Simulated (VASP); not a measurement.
Wanted: the native input for a VASP 6.6.1 run.

| Quantity | Value |
| --- | --- |
| Task | single point |
| Functional | PBE |
| Potentials or basis | VASP PAW PBE potentials, release 64 (Ca_sv, H) |
| Cutoff | 520 eV |
| k mesh | 10 × 10 × 10 |
| Occupations | gaussian, width 0.1 eV |
| Spin | no spin polarisation |
| Dipole correction | no |
| Further INCAR settings | ALGO = Fast; EDIFF = 1e-06; NBANDS = 24 |

The structure of Ca3H lies in POSCAR:

```
Ca3H
1.0
    0.0000000000      4.1467702510      4.1467702510
    4.1467702510      0.0000000000      4.1467702510
    4.1467702510      4.1467702510      0.0000000000
Ca H
3 1
Direct
    0.5000000000      0.5000000000      0.5000000000
    0.2500000000      0.2500000000      0.2500000000
    0.7500000000      0.7500000000      0.7500000000
    0.0000000000      0.0000000000      0.0000000000
```

The cell was generated, and may not be a known phase.

These files were run (other wordings do the same):

INCAR

```
PREC     = Accurate       # precision mode
ENCUT    = 520            # plane-wave cutoff, eV
EDIFF    = 1E-6           # SCF threshold, eV
ISMEAR   = 0              # smearing method
SIGMA    = 0.1            # smearing width, eV
LREAL    = False          # projectors in reciprocal space
LASPH    = True           # aspherical terms in the spheres
NELM     = 100            # most SCF steps
ALGO     = Fast           # electronic algorithm
ISIF     = 2              # what is computed and relaxed
LWAVE    = False          # write WAVECAR
LCHARG   = True           # write CHGCAR
GGA      = PE             # functional
LELF     = True           # ELF
LVHAR    = True         
NBANDS   = 24             # bands
```

KPOINTS

```
regular mesh
0
Gamma
  10 10 10
```

Potentials or basis: VASP PAW PBE potentials, release 64 (Ca_sv, H).

Run with:

```sh
$ cat potpaw_PBE.64/Ca_sv/POTCAR potpaw_PBE.64/H/POTCAR > POTCAR
$ mpirun -np 1 vasp_std > vasp.out
```

Results of the run:

| Item | Value |
| --- | --- |
| Pressure | 0.0 GPa |
| Band gap on the k mesh | zero (an odd number of electrons rules out a gap without spin polarisation) |

Run time: 3.2 min on 1 thread of Oxide Virtual Turin-like Processor (shared host), peak memory 0.36 GiB.
